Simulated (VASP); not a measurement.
# Rb2InAgF6 (Fm-3m) in VASP: a series of runs

The runs below take Rb2InAgF6 through single point, with LDA.

Everything below comes from runs of VASP 6.6.1. Logs are shortened: lines on timing, memory, paths and dates and some standing lists are left out, and cuts for length are marked.

## Step 1: The cell of the first run

It takes space group Fm-3m (No. 225, cubic). The conventional cell has a = 9.107 Å, b = 9.107 Å, c = 9.107 Å, α = 90.00°, β = 90.00°, γ = 90.00°. Rb (site symmetry -43m) has 12 F at 3.22 Å and 4 In at 3.94 Å and 4 Ag at 3.94 Å within 4.2 Å. In (site symmetry m-3m) has 6 F at 2.11 Å within 2.8 Å. Within 3.2 Å of Ag (site symmetry m-3m) lie 6 F at 2.44 Å. F (site symmetry 4mm) has 1 In at 2.11 Å and 1 Ag at 2.44 Å within 2.8 Å.

## Step 2: Single point, LDA

The input, INCAR:

```
SYSTEM = Rb2InAgF6
PREC = Accurate
ENCUT = 520
EDIFF = 1E-6
ISMEAR = 0
SIGMA = 0.01
LREAL = .FALSE.
LASPH = .TRUE.
NELM = 80
ALGO = Normal
ISIF = 2
LWAVE = .FALSE.
LCHARG = .FALSE.
GGA = CA
NBANDS = 53
```

The input, KPOINTS:

```
regular mesh
0
G
  4 4 4
  0 0 0
```

The input, POSCAR:

```
Rb2InAgF6
1.0
    0.0000000000      4.5535100000      4.5535100000
    4.5535100000      0.0000000000      4.5535100000
    4.5535100000      4.5535100000      0.0000000000
Rb In Ag F
2 1 1 6
Direct
    0.2500000000      0.2500000000      0.2500000000
    0.7500000000      0.7500000000      0.7500000000
    0.0000000000      0.0000000000      0.0000000000
    0.5000000000      0.5000000000      0.5000000000
    0.2316290000      0.2316290000      0.7683710000
    0.2316290000      0.7683710000      0.7683710000
    0.7683710000      0.7683710000      0.2316290000
    0.2316290000      0.7683710000      0.2316290000
    0.7683710000      0.2316290000      0.7683710000
    0.7683710000      0.2316290000      0.2316290000
```

Potentials or basis: VASP PAW LDA potentials, release 64 (Rb_sv, In_d, Ag, F).

Run with:

```
> cat potpaw_LDA.64/Rb_sv/POTCAR potpaw_LDA.64/In_d/POTCAR potpaw_LDA.64/Ag/POTCAR potpaw_LDA.64/F/POTCAR > POTCAR
> mpirun -np 1 vasp_std > vasp.out
```

OUTCAR:

```text
SYSTEM = Rb2InAgF6
   PREC = Accurate
   ENCUT = 520
   EDIFF = 1E-6
   ISMEAR = 0
   LREAL = .FALSE.
   LASPH = .TRUE.
   NELM = 80
   ISIF = 2
   GGA = CA

 ion  position               nearest neighbor table
   1  0.250  0.250  0.250-   7 3.22   9 3.22  10 3.22   6 3.22   7 3.22   8 3.22   5 3.22   6 3.22
                             9 3.22   5 3.22   8 3.22  10 3.22   4 3.94   3 3.94   3 3.94   3 3.94
   2  0.750  0.750  0.750-   6 3.22   7 3.22   9 3.22   7 3.22   8 3.22  10 3.22   5 3.22   9 3.22
                            10 3.22   5 3.22   6 3.22   8 3.22   3 3.94   4 3.94   4 3.94   4 3.94
   3  0.000  0.000  0.000-   5 2.11   6 2.11   7 2.11   8 2.11   9 2.11  10 2.11   1 3.94   2 3.94
                             2 3.94   2 3.94   2 3.94   1 3.94   1 3.94   1 3.94
   4  0.500  0.500  0.500-   5 2.44   6 2.44   7 2.44   8 2.44   9 2.44  10 2.44   1 3.94   2 3.94
                             1 3.94   1 3.94   1 3.94   2 3.94   2 3.94   2 3.94
   5  0.232  0.232  0.768-   3 2.11   4 2.44   1 3.22   2 3.22   2 3.22   1 3.22
   6  0.232  0.768  0.768-   3 2.11   4 2.44   2 3.22   2 3.22   1 3.22   1 3.22
   7  0.768  0.768  0.232-   3 2.11   4 2.44   2 3.22   2 3.22   1 3.22   1 3.22
   8  0.232  0.768  0.232-   3 2.11   4 2.44   1 3.22   2 3.22   2 3.22   1 3.22
   9  0.768  0.232  0.768-   3 2.11   4 2.44   2 3.22   2 3.22   1 3.22   1 3.22
  10  0.768  0.232  0.232-   3 2.11   4 2.44   1 3.22   2 3.22   2 3.22   1 3.22

  LATTYP: Found a face centered cubic cell.
 ALAT       =     9.1070200000

  Lattice vectors:

 A1 = (   0.0000000000,   4.5535100000,   4.5535100000)
 A2 = (   4.5535100000,   0.0000000000,   4.5535100000)
 A3 = (   4.5535100000,   4.5535100000,   0.0000000000)

Analysis of symmetry for initial positions (statically):
=====================================================================
 Subroutine PRICEL returns:
 Original cell was already a primitive cell.

 Routine SETGRP: Setting up the symmetry group for a
 face centered cubic supercell.

 Subroutine GETGRP returns: Found 48 space group operations
 (whereof 48 operations were pure point group operations)
 out of a pool of 48 trial point group operations.

The static configuration has the point symmetry O_h .

Analysis of symmetry for dynamics (positions and initial velocities):
=====================================================================
 Subroutine PRICEL returns:
 Original cell was already a primitive cell.

 Routine SETGRP: Setting up the symmetry group for a
 face centered cubic supercell.

 Subroutine GETGRP returns: Found 48 space group operations
 (whereof 48 operations were pure point group operations)
[... 113 lines left out ...]
   NUPDOWN=      -1.0000    fix difference up-down
   EMIN   =  10.00;   EMAX   =-10.00  energy-range for DOS
   EFERMI =   0.00;   METHOD = LEGACY
   ISMEAR =     0;   SIGMA  =   0.01  broadening in eV -4-tet -1-fermi 0-gaus
   EFERMI_NEDOS =   21; number of points for ismear=-14 and -15
   IALGO  =     38    algorithm
   IMIX   =      4    mixing-type and parameters
     AMIX     =   0.40;   BMIX     =  1.00
     AMIX_MAG =   1.60;   BMIX_MAG =  1.00
  volume/ion in A,a.u.               =      18.88       127.43
  Fermi-wavevector in a.u.,A,eV,Ry     =   1.249717  2.361622 21.249474  1.561792
  Thomas-Fermi vector in A             =   2.383745
   LORBIT       =      0    0 simple, 1 ext, 2 COOP (PROOUT), +10 PAW based schemes
   GGA     = CA    functional components
   LHFCALC =     F    Hartree Fock is set to
   AEXX    =    0.0000 exact exchange contribution
   IVDW    =     0    specifies the selected vdW correction
   LEPSILON=     F    determine dielectric tensor
   LRPA    =     F    only Hartree local field effects (RPA)
 non-spin polarized calculation
 Gauss-broadening in eV      SIGMA  =   0.01
  energy-cutoff  :      520.00
  volume of cell :      188.83
 maximum number of plane-waves:      5104
   NGX = 23   NGY = 23   NGZ = 23

 number of electron      83.9999995 magnetization

 Free energy of the ion-electron system (eV)
  ---------------------------------------------------
  ext. energy  EPLUGINS =         0.00000000
  ---------------------------------------------------
  free energy    TOTEN  =       -46.14668733 eV

  energy without entropy =      -46.14668733  energy(sigma->0) =      -46.14668733

 E-fermi :   0.0964     XC(G=0):  -9.3876

 val. band max:        0.0516428598   @ k =   0.5000   0.5000   0.0000
 cond. band min:       1.6076961650   @ k =   0.0000   0.0000   0.0000
 fundamental gap:      1.5560533053
 Fermi energy:         0.0963514318

 k-point     1 :       0.0000    0.0000    0.0000
  band No.  band energies     occupation
      1     -24.8224      2.00000
      2     -24.7940      2.00000
      3     -21.5157      2.00000
      4     -21.2579      2.00000
      5     -21.2579      2.00000
      6     -21.2094      2.00000
[... 437 lines left out ...]
     52       8.8070      0.00000
     53       9.2531      0.00000

------------------------ aborting loop because EDIFF is reached ----------------------------------------

  FORCE on cell =-STRESS in cart. coord.  units (eV):
  Direction    XX          YY          ZZ          XY          YZ          ZX
  --------------------------------------------------------------------------------------
  -------------------------------------------------------------------------------------
  Total       -7.1589859     -7.1589859     -7.1589859      0.0000000     -0.0000000      0.0000000
  in kB      -60.7425766    -60.7425766    -60.7425766      0.0000000     -0.0000000      0.0000000
  external PRESSURE =     -60.7425766 kB  Pullay stress =       0.0000000 kB

 VOLUME and BASIS-vectors are now :
 -----------------------------------------------------------------------------
  energy-cutoff  :      520.00
  volume of cell :      188.83
      direct lattice vectors                 reciprocal lattice vectors
     0.000000000  4.553510000  4.553510000    -0.109805403  0.109805403  0.109805403
     4.553510000  0.000000000  4.553510000     0.109805403 -0.109805403  0.109805403
     4.553510000  4.553510000  0.000000000     0.109805403  0.109805403 -0.109805403

 POSITION                                       TOTAL-FORCE (eV/Angst)
 -----------------------------------------------------------------------------------
      2.27676      2.27676      2.27676         0.000000     -0.000000     -0.000000
      6.83027      6.83027      6.83027         0.000000     -0.000000      0.000000
      0.00000      0.00000      0.00000         0.000000     -0.000000     -0.000000
      4.55351      4.55351      4.55351         0.000000     -0.000000     -0.000000
      4.55351      4.55351      2.10945         0.000000     -0.000000     -0.162763
      6.99757      4.55351      4.55351         0.162763     -0.000000     -0.000000
      4.55351      4.55351      6.99757         0.000000     -0.000000      0.162763
      4.55351      2.10945      4.55351         0.000000     -0.162763     -0.000000
      4.55351      6.99757      4.55351         0.000000      0.162763     -0.000000
      2.10945      4.55351      4.55351        -0.162763     -0.000000     -0.000000
 -----------------------------------------------------------------------------------
    total drift:                                0.000000      0.000000     -0.000000

  FREE ENERGIE OF THE ION-ELECTRON SYSTEM (eV)
  ---------------------------------------------------
  free  energy   TOTEN  =       -46.1466873321 eV

  energy  without entropy=      -46.1466873321  energy(sigma->0) =      -46.14668733
```

stdout:

```text
POSCAR found type information on POSCAR RbInAgF
 POSCAR found :  4 types and      10 ions
 scaLAPACK will be used
 LDA part: xc-table for (Slater(with rela. corr.)+CA(PZ))
 , standard interpolation
 POSCAR, INCAR and KPOINTS ok, starting setup
 FFT: planning ... GRIDC
 FFT: planning ... GRID_SOFT
 FFT: planning ... GRID
 WAVECAR not read
 entering main loop
```

Run time: 62 s. Hardware: 1 thread of Intel Xeon Platinum 8375C at 2.90GHz (Ice Lake), shared host; peak memory 0.3 GiB.

Results:

```yaml
Free_energy: -46.1467 eV
Pressure: -6.1 GPa
Largest_force: 0.163 eV/Å
Band_gap_on_the_k_mesh: 1.56 eV, indirect (the least direct gap lies 1.8 meV higher)
```

Forces in eV/Å, atoms in the order of the input:
```
Rb   0.000  0.000  0.000
Rb   0.000  0.000  0.000
In   0.000  0.000  0.000
Ag   0.000  0.000  0.000
F    0.000  0.000 -0.163
F    0.163  0.000  0.000
F    0.000  0.000  0.163
F    0.000 -0.163  0.000
F    0.000  0.163  0.000
F   -0.163  0.000  0.000
```

Caveat: spin-orbit coupling is left out, which moves the levels of the heavy elements.

## Step 3: Single point, LDA

The input, INCAR:

```
SYSTEM = Rb2InAgF6
PREC = Accurate
ENCUT = 520
EDIFF = 1E-6
ISMEAR = 0
SIGMA = 0.01
LREAL = .False.
LASPH = .True.
NELM = 100
ALGO = Normal
ISIF = 2
LWAVE = .False.
LCHARG = .False.
NBANDS = 53
```

The input, KPOINTS:

```
regular mesh
0
Gamma
  4 4 4
  0 0 0
```

POSCAR is that of step 2.

Potentials or basis: VASP PAW LDA potentials, release 64 (Rb_sv, In_d, Ag, F).

Run with:

```
> cat potpaw_LDA.64/Rb_sv/POTCAR potpaw_LDA.64/In_d/POTCAR potpaw_LDA.64/Ag/POTCAR potpaw_LDA.64/F/POTCAR > POTCAR
> mpirun -np 1 vasp_std > vasp.out
```

Wall time 58 s (1 thread of Intel Xeon Platinum 8375C at 2.90GHz (Ice Lake), shared host); peak memory 0.3 GiB.

It converged, with:

* Free energy: -46.1467 eV
* Pressure: -6.1 GPa
* Largest force: 0.163 eV/Å
* Band gap on the k mesh: 1.56 eV, indirect (the least direct gap lies 1.8 meV higher)

Forces on the atoms (eV/Å):
```
Rb   0.000  0.000  0.000
Rb   0.000  0.000  0.000
In   0.000  0.000  0.000
Ag   0.000  0.000  0.000
F    0.000  0.000 -0.163
F    0.163  0.000  0.000
F    0.000  0.000  0.163
F    0.000 -0.163  0.000
F    0.000  0.163  0.000
F   -0.163  0.000  0.000
```

Levels at points of the mesh, in eV from the valence-band top:
| k point | band 39 | band 40 | band 41 | band 42 | band 43 | band 44 | band 45 | band 46 |
| --- | --- | --- | --- | --- | --- | --- | --- | --- |
| (0.00, 0.00, 0.00) | -0.95 | -0.95 | 0.00 | 0.00 | 1.56 | 6.09 | 6.09 | 6.09 |
| (0.50, 0.00, 0.00) | -0.92 | -0.92 | -0.28 | -0.28 | 3.57 | 3.79 | 7.10 | 7.23 |
| (0.50, 0.50, 0.00) | -0.86 | -0.86 | -0.68 | 0.00 | 3.87 | 4.97 | 5.44 | 7.24 |

Caveat: spin-orbit coupling is left out, which moves the levels of the heavy elements.
